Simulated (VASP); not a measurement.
# WS2 in VASP: a series of runs

WS2 is run at these levels: PBE+D3(BJ); tasks: single point.

Program: VASP 6.6.1. These are calculated values, not measurements. Logs are shortened: lines on timing, memory, paths and dates and some standing lists are left out, and cuts for length are marked.

### 1 The cell of the first run

The cell holds a slab with vacuum, 6 atoms: a = 3.160 Å, b = 3.160 Å, c = 23.804 Å, α = 90.00°, β = 90.00°, γ = 120.00°.

### 2 Single point, PBE+D3(BJ)

INCAR reads:

```
SYSTEM = WS2
ALGO = Normal
DIPOL = 0.5 0.5 0.391
EDIFF = 1E-7
ENCUT = 520
GGA = PE
IDIPOL = 3
ISIF = 2
ISMEAR = 0
IVDW = 12
LASPH = .TRUE.
LCHARG = .TRUE.
LDIPOL = .TRUE.
LELF = .TRUE.
LREAL = .FALSE.
LVACPOTAV = .TRUE.
LVHAR = .TRUE.
LWAVE = .FALSE.
NBANDS = 35
NELM = 100
PREC = Accurate
SIGMA = 0.05
```

KPOINTS reads:

```
k-points
0
G
  9 9 1
  0 0 0
```

POSCAR reads:

```
WS2
1.0
    3.1597776611      0.0000000000      0.0000000000
   -1.5798888306      2.7364477249      0.0000000000
    0.0000000000      0.0000000000     23.8035416591
S W
4 2
Direct
    0.3333333333      0.6666666667      0.1890474982
    0.3333333333      0.6666666667      0.3214551405
    0.6666666667      1.3333333333      0.4596698670
    0.6666666667      1.3333333333      0.5920775093
    0.6666666667      0.3333333333      0.2552505077
    1.0000000000      1.0000000000      0.5258728765
```

Potentials or basis: VASP PAW PBE potentials, release 64 (S, W_sv).

Started as:

```bash
$ cat potpaw_PBE.64/S/POTCAR potpaw_PBE.64/W_sv/POTCAR > POTCAR
$ mpirun -np 1 vasp_std > vasp.out
```

OUTCAR:

```text
SYSTEM = WS2
   EDIFF = 1E-7
   ENCUT = 520
   GGA = PE
   ISIF = 2
   ISMEAR = 0
   IVDW = 12
   LASPH = .TRUE.
   LREAL = .FALSE.
   NELM = 100
   PREC = Accurate
 IVDW          = 12

 ion  position               nearest neighbor table
   1  0.333  0.667  0.189-   5 2.41   5 2.41   5 2.41
   2  0.333  0.667  0.321-   5 2.41   5 2.41   5 2.41
   3  0.667  0.333  0.460-   6 2.41   6 2.41   6 2.41
   4  0.667  0.333  0.592-   6 2.41   6 2.41   6 2.41
   5  0.667  0.333  0.255-   1 2.41   1 2.41   1 2.41   2 2.41   2 2.41   2 2.41
   6  0.000  0.000  0.526-   3 2.41   3 2.41   3 2.41   4 2.41   4 2.41   4 2.41

  LATTYP: Found a hexagonal cell.
 ALAT       =     3.1597776611
 C/A-ratio  =     7.5332963936

  Lattice vectors:

 A1 = (   3.1597776611,   0.0000000000,   0.0000000000)
 A2 = (  -1.5798888306,   2.7364477249,   0.0000000000)
 A3 = (   0.0000000000,   0.0000000000,  23.8035416591)

Analysis of symmetry for initial positions (statically):
=====================================================================
 Subroutine PRICEL returns:
 Original cell was already a primitive cell.

 Routine SETGRP: Setting up the symmetry group for a
 hexagonal supercell.

 Subroutine GETGRP returns: Found  6 space group operations
 (whereof  6 operations were pure point group operations)
 out of a pool of 24 trial point group operations.

The static configuration has the point symmetry C_3v.

Analysis of symmetry for dynamics (positions and initial velocities):
=====================================================================
 Subroutine PRICEL returns:
 Original cell was already a primitive cell.

 Routine SETGRP: Setting up the symmetry group for a
 hexagonal supercell.

 Subroutine GETGRP returns: Found  6 space group operations
 (whereof  6 operations were pure point group operations)
 out of a pool of 24 trial point group operations.

The dynamic configuration has the point symmetry C_3v.

 Subroutine INISYM returns: Found  6 space group operations
 (whereof  6 operations are pure point group operations),
 and found     1 'primitive' translations

----------------------------------------------------------------------------------------

                                     Primitive cell

  volume of cell :     205.8189

  direct lattice vectors                    reciprocal lattice vectors
     3.159777661  0.000000000  0.000000000     0.316477964  0.182718638  0.000000000
    -1.579888831  2.736447725  0.000000000     0.000000000  0.365437275  0.000000000
     0.000000000  0.000000000 23.803541659     0.000000000  0.000000000  0.042010555

  length of vectors
     3.159777661  3.159777661 23.803541659     0.365437275  0.365437275  0.042010555

  position of ions in fractional coordinates (direct lattice)
     0.333333333  0.666666667  0.189047498
     0.333333333  0.666666667  0.321455140
     0.666666667  0.333333333  0.459669867
     0.666666667  0.333333333  0.592077509
     0.666666667  0.333333333  0.255250508
     0.000000000  0.000000000  0.525872877

  ion indices of the primitive-cell ions
   primitive index   ion index
                 1           1
                 2           2
                 3           3
                 4           4
                 5           5
                 6           6

----------------------------------------------------------------------------------------

 KPOINTS: k-points

Automatic generation of k-mesh.
 Grid dimensions read from file:
 generate k-points for:    9    9    1

 Generating k-lattice:

  Cartesian coordinates                     Fractional coordinates (reciprocal lattice)
     0.035164218  0.020302071  0.000000000     0.111111111  0.000000000  0.000000000
     0.000000000  0.040604142  0.000000000     0.000000000  0.111111111  0.000000000
     0.000000000  0.000000000  0.042010555     0.000000000  0.000000000  1.000000000

  Length of vectors
     0.040604142  0.040604142  0.042010555

  Shift w.r.t. Gamma in fractional coordinates (k-lattice)
     0.000000000  0.000000000  0.000000000

 Subroutine IBZKPT returns following result:
 ===========================================

 Found     12 irreducible k-points:

 Following reciprocal coordinates:
            Coordinates               Weight
  0.000000  0.000000  0.000000      1.000000
  0.111111  0.000000  0.000000      6.000000
  0.222222  0.000000  0.000000      6.000000
  0.333333 -0.000000  0.000000      6.000000
  0.444444  0.000000  0.000000      6.000000
  0.111111  0.111111  0.000000      6.000000
  0.222222  0.111111  0.000000     12.000000
  0.333333  0.111111  0.000000     12.000000
  0.444444  0.111111  0.000000      6.000000
  0.222222  0.222222  0.000000      6.000000
  0.333333  0.222222  0.000000     12.000000
  0.333333  0.333333  0.000000      2.000000
   k-points           NKPTS =     12   k-points in BZ     NKDIM =     12   number of bands    NBANDS=     35
   number of dos      NEDOS =    301   number of ions     NIONS =      6
   total plane-waves  NPLWV = 103680
   dimension x,y,z NGX =    24 NGY =   24 NGZ =  180
   dimension x,y,z NGXF=    48 NGYF=   48 NGZF=  360
   ions per type =               4   2
   NGX,Y,Z   is equivalent  to a cutoff of  12.63, 12.63, 12.57 a.u.
   NGXF,Y,Z  is equivalent  to a cutoff of  25.25, 25.25, 25.14 a.u.
 SYSTEM =  WS2
   PREC   = accura    normal or accurate (medium, high low for compatibility)
   ISTART =      0    job   : 0-new  1-cont  2-samecut
   ICHARG =      2    charge: 1-file 2-atom 10-const
   ISPIN  =      1    spin polarized calculation?
   LNONCOLLINEAR =      F non collinear calculations
   LSORBIT =      F    spin-orbit coupling
   LASPH  =      T    aspherical Exc in radial PAW
   ENCUT  =  520.0 eV  38.22 Ry    6.18 a.u.   5.88  5.88 44.26*2*pi/ulx,y,z
   NELM   =    100;   NELMIN=  2; NELMDL= -5     # of ELM steps
   EDIFF  = 0.1E-06   stopping-criterion for ELM
   LREAL  =      F    real-space projection
   EDIFFG = 0.1E-05   stopping-criterion for IOM
   NSW    =      0    number of steps for IOM
   IBRION =     -1    ionic relax: 0-MD 1-quasi-New 2-CG
   NFREE  =      0    steps in history (QN), initial steepest desc. (CG)
   ISIF   =      2    stress and relaxation
   ISYM   =      2    0-nonsym 1-usesym 2-fastsym
   POTIM  = 0.5000    time-step for ionic-motion
   TEBEG  =    0.0;   TEEND  =   0.0 temperature during run
   PSTRESS=    0.0 pullay stress
   NELECT =      52.0000    total number of electrons
   NUPDOWN=      -1.0000    fix difference up-down
   EMIN   =  10.00;   EMAX   =-10.00  energy-range for DOS
   EFERMI =   0.00;   METHOD = LEGACY
   ISMEAR =     0;   SIGMA  =   0.05  broadening in eV -4-tet -1-fermi 0-gaus
   EFERMI_NEDOS =   21; number of points for ismear=-14 and -15
   IALGO  =     38    algorithm
   IMIX   =      4    mixing-type and parameters
     AMIX     =   0.40;   BMIX     =  1.00
     AMIX_MAG =   1.60;   BMIX_MAG =  1.00
  volume/ion in A,a.u.               =      34.30       231.49
  Fermi-wavevector in a.u.,A,eV,Ry     =   1.034938  1.955749 14.573145  1.071096
  Thomas-Fermi vector in A             =   2.169257
   LORBIT       =      0    0 simple, 1 ext, 2 COOP (PROOUT), +10 PAW based schemes
   GGA     = PE    functional components
   LHFCALC =     F    Hartree Fock is set to
   AEXX    =    0.0000 exact exchange contribution
   IVDW    =    12    specifies the selected vdW correction
   LEPSILON=     F    determine dielectric tensor
   LRPA    =     F    only Hartree local field effects (RPA)
 non-spin polarized calculation
 Gauss-broadening in eV      SIGMA  =   0.05
  energy-cutoff  :      520.00
  volume of cell :      205.82
 maximum number of plane-waves:      5566
 NGX is ok and might be reduce to    24
   NGX = 11   NGY = 11   NGZ = 89

 dipolmoment           0.000000      0.000000     -0.000002 electrons x Angstroem

 number of electron      51.9999994 magnetization

 dipolmoment           0.000000      0.000000      0.001640 electrons x Angstroem

 Free energy of the ion-electron system (eV)
  ---------------------------------------------------
  ext. energy  EPLUGINS =         0.00000000
  ---------------------------------------------------
  free energy    TOTEN  =       -47.31392353 eV

  energy without entropy =      -47.31392353  energy(sigma->0) =      -47.31392353

 E-fermi :   1.4057     XC(G=0):  -6.1402

 val. band max:        1.0368649683   @ k =   0.0000   0.0000   0.0000
 cond. band min:       2.7158224770   @ k =   0.3333   0.3333   0.0000
 fundamental gap:      1.6789575088
 Fermi energy:         1.4057476228

 k-point     1 :       0.0000    0.0000    0.0000
  band No.  band energies     occupation
      1     -73.2123      2.00000
      2     -73.1791      2.00000
      3     -37.4644      2.00000
      4     -37.4310      2.00000
      5     -37.2899      2.00000
      6     -37.2899      2.00000
[... 27 lines left out ...]
     34       3.8997      0.00000
     35       5.8646      0.00000

 k-point     2 :       0.1111    0.0000    0.0000
  band No.  band energies     occupation
      1     -73.2101      2.00000
      2     -73.1769      2.00000
      3     -37.4567      2.00000
      4     -37.4233      2.00000
      5     -37.3326      2.00000
      6     -37.2998      2.00000
[... 27 lines left out ...]
     34       4.1317      0.00000
     35       6.2255      0.00000

 k-point     3 :       0.2222    0.0000    0.0000
  band No.  band energies     occupation
      1     -73.2046      2.00000
      2     -73.1714      2.00000
      3     -37.4394      2.00000
      4     -37.4372      2.00000
      5     -37.4064      2.00000
      6     -37.4038      2.00000
[... 27 lines left out ...]
     34       4.8374      0.00000
     35       6.9336      0.00000
[... 267 lines left out ...]
 k-point    11 :       0.3333    0.2222    0.0000
  band No.  band energies     occupation
      1     -73.1926      2.00000
      2     -73.1593      2.00000
      3     -37.5927      2.00000
      4     -37.5597      2.00000
      5     -37.4581      2.00000
      6     -37.4251      2.00000
[... 27 lines left out ...]
     34       6.0811      0.00000
     35       6.9913      0.00000

 k-point    12 :       0.3333    0.3333    0.0000
  band No.  band energies     occupation
      1     -73.1915      2.00000
      2     -73.1582      2.00000
      3     -37.5556      2.00000
      4     -37.5226      2.00000
      5     -37.5213      2.00000
      6     -37.4883      2.00000
[... 27 lines left out ...]
     34       6.4326      0.00000
     35       7.2491      0.00000

------------------------ aborting loop because EDIFF is reached ----------------------------------------

 Edisp (eV)   -2.14244

 E8    (eV) :    -0.9303

  FORCE on cell =-STRESS in cart. coord.  units (eV):
  Direction    XX          YY          ZZ          XY          YZ          ZX
  --------------------------------------------------------------------------------------
  -------------------------------------------------------------------------------------
  Total      -0.22838    -0.22838    -0.63045     0.00000     0.00000     0.00000
  in kB      -1.77779    -1.77779    -4.90767     0.00000     0.00000     0.00000
  external pressure =       -2.82 kB  Pullay stress =        0.00 kB

 VOLUME and BASIS-vectors are now :
 -----------------------------------------------------------------------------
  energy-cutoff  :      520.00
  volume of cell :      205.82
      direct lattice vectors                 reciprocal lattice vectors
     3.159777661  0.000000000  0.000000000     0.316477964  0.182718638  0.000000000
    -1.579888831  2.736447725  0.000000000     0.000000000  0.365437275  0.000000000
     0.000000000  0.000000000 23.803541659     0.000000000  0.000000000  0.042010555

 POSITION                                       TOTAL-FORCE (eV/Angst)
 -----------------------------------------------------------------------------------
     -0.00000      1.82430      4.50000        -0.000000      0.000000      0.005281
     -0.00000      1.82430      7.65177         0.000000     -0.000000      0.054218
      1.57989      0.91215     10.94177        -0.000000     -0.000000     -0.049752
      1.57989      0.91215     14.09354         0.000000     -0.000000     -0.003486
      1.57989      0.91215      6.07587         0.000000     -0.000000      0.049390
      0.00000      0.00000     12.51764        -0.000000      0.000000     -0.055650
 -----------------------------------------------------------------------------------
    total drift:                               -0.000000      0.000000      0.000030

  FREE ENERGIE OF THE ION-ELECTRON SYSTEM (eV)
  ---------------------------------------------------
  free  energy   TOTEN  =       -49.4563680696 eV

  energy  without entropy=      -49.4563680696  energy(sigma->0) =      -49.45636807

 vacuum level on the upper side and lower side of the slab         6.484         6.450
```

Wall time 1.7 min (1 thread of Intel Xeon 6975P-C (Granite Rapids), shared host); peak memory 0.34 GiB.

Results:

| Quantity | Value |
| --- | --- |
| Free energy | -49.4564 eV |
| Largest force | 0.056 eV/Å |
| Band gap on the k mesh | 1.68 eV, indirect (least direct gap 1.89 eV) |
| Dispersion energy per atom | -0.357 eV |

Forces on the atoms (eV/Å):
```
S    0.000  0.000  0.005
S    0.000  0.000  0.054
S    0.000  0.000 -0.050
S    0.000  0.000 -0.003
W    0.000  0.000  0.049
W    0.000  0.000 -0.056
```

Caveat: spin-orbit coupling is left out, which moves the levels of the heavy elements.

### 3 Single point, PBE+D3(BJ)

INCAR reads:

```
PREC = Accurate ; ENCUT = 520
EDIFF = 1E-6 ; ISMEAR = 0
SIGMA = 0.05 ; LREAL = F
LASPH = T ; NELM = 80
ALGO = Normal ; ISIF = 2
LWAVE = F ; LCHARG = F
LDIPOL = T ; IDIPOL = 3
DIPOL = 0.5 0.5 0.391 ; GGA = PE
IVDW = 12 ; NBANDS = 35
```

KPOINTS reads:

```
regular mesh
0
Gamma
  9 9 1
```

POSCAR is that of step 2.

Potentials or basis: VASP PAW PBE potentials, release 64 (S, W_sv).

Started as:

```bash
$ cat potpaw_PBE.64/S/POTCAR potpaw_PBE.64/W_sv/POTCAR > POTCAR
$ mpirun -np 1 vasp_std > vasp.out
```

Wall time 74 s (1 thread of Intel Xeon 6975P-C (Granite Rapids), shared host); peak memory 0.34 GiB.

Results (log left out):

```
Free energy                : -49.4564 eV
Largest force              : 0.056 eV/Å
Band gap on the k mesh     : 1.68 eV, indirect (least direct gap 1.89 eV)
Dispersion energy per atom : -0.357 eV
```

Forces on the atoms (eV/Å):
```
S    0.000  0.000  0.005
S    0.000  0.000  0.054
S    0.000  0.000 -0.050
S    0.000  0.000 -0.003
W    0.000  0.000  0.049
W    0.000  0.000 -0.056
```

Levels at points of the mesh, in eV from the valence-band top:
```tsv
k point	band 24	band 25	band 26	band 27	band 28	band 29
(0.00, 0.00, 0.00)	-1.78	-0.54	0.00	2.68	2.68	2.72
```

Caveat: spin-orbit coupling is left out, which moves the levels of the heavy elements.
